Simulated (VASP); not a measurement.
A run of VASP 6.6.1 is set up as follows.

The input POSCAR:

```
C
1.0
    0.0000000000      1.7801408483      1.7801408483
    1.7801408483      0.0000000000      1.7801408483
    1.7801408483      1.7801408483      0.0000000000
C
2
Direct
    0.5000000000      0.5000000000      0.5000000000
    0.7500000000      0.7500000000      0.7500000000
```

INCAR.step1

```
  PREC = Accurate
  ENCUT = 600
  ISMEAR = 0
  SIGMA = 0.01
  LREAL = False
  LASPH = True
  NELM = 60
  GGA = PE
  ALGO = Normal
  EDIFF = 1E-4
  LWAVE = True
  LCHARG = False
```

INCAR.step2

```
  PREC = Accurate
  ENCUT = 600
  EDIFF = 1E-7
  ISMEAR = 0
  SIGMA = 0.01
  LREAL = False
  LASPH = True
  NELM = 60
  ALGO = Normal
  ISIF = 3
  LWAVE = False
  LCHARG = False
  METAGGA = R2SCAN
  LMIXTAU = True
  IBRION = 2
  NSW = 100
  EDIFFG = -0.002
  PSTRESS = 10.0
  ISTART = 1
```

Contents of KPOINTS:

```
Automatic mesh
0
Gamma
  12 12 12
```

Potentials or basis: VASP PAW PBE potentials, release 64 (C).

Command:

```console
$ cat potpaw_PBE.64/C/POTCAR > POTCAR
$ cp INCAR.step1 INCAR
$ mpirun -np 1 vasp_std > vasp.out
$ cp INCAR.step2 INCAR
$ mpirun -np 1 vasp_std > vasp.out
```

What does it give for the space group after relaxing (to 0.1 Å)?

Fd-3m (No. 227).

Predict the relaxed cell.

a = 2.516 Å, b = 2.516 Å, c = 2.516 Å, α = 60.00°, β = 60.00°, γ = 60.00°.

Final structure:
```
CELL_PARAMETERS angstrom
0.00000 1.77926 1.77926
1.77926 0.00000 1.77926
1.77926 1.77926 0.00000
ATOMIC_POSITIONS crystal
C 0.50000 0.50000 0.50000
C 0.75000 0.75000 0.75000
```
